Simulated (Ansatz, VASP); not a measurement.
**SiO2: VASP beside Ansatz**

```
Si O
1.0
     4.96312    0.00000    0.00000
    -2.48156    4.29819    0.00000
     0.00000    0.00000    5.35911
Si O
3 6
Direct
  0.00000 0.50000 0.33333
  0.50000 0.50000 0.66667
  0.50000 0.00000 0.00000
  0.58439 0.79220 0.83333
  0.79220 0.58439 0.50000
  0.79220 0.20780 0.16667
  0.41561 0.20780 0.83333
  0.20780 0.41561 0.50000
  0.20780 0.79220 0.16667
```

Change from the starting cell: strain -0.015 along x and y, -0.030 along z, atoms carried along.

Alike in both runs: task single point; functional LDA; k mesh 6 × 6 × 4; occupations gaussian, width 0.05 eV; no spin polarisation.

```csv
,VASP,Ansatz
version,VASP 6.6.1,Ansatz 0.2.0
potentials or method,"VASP PAW LDA potentials, release 64 (Si, O), cutoff 520 eV","scalar-relativistic, plane waves, PAW"
valence electrons in the cell,48,48
```

```tsv
	VASP	Ansatz	Ansatz less VASP
gap on the k mesh at the Fermi level (eV)	5.75	5.75	+0.007
least direct gap on the mesh (eV)	6.00	6.00	+0.002
pressure (GPa)	13.6	12.9	-0.72
traceless stress, the component that is largest in VASP (GPa)	0.65	0.61	-0.038
rms of the force components (eV/Å)	0.247	0.243	-0.0036
```

LDA's correlation is that of Perdew and Zunger in VASP and of Perdew and Wang (1992) in Ansatz. Atom by atom the forces differ by 0.004 eV/Å (rms over components).
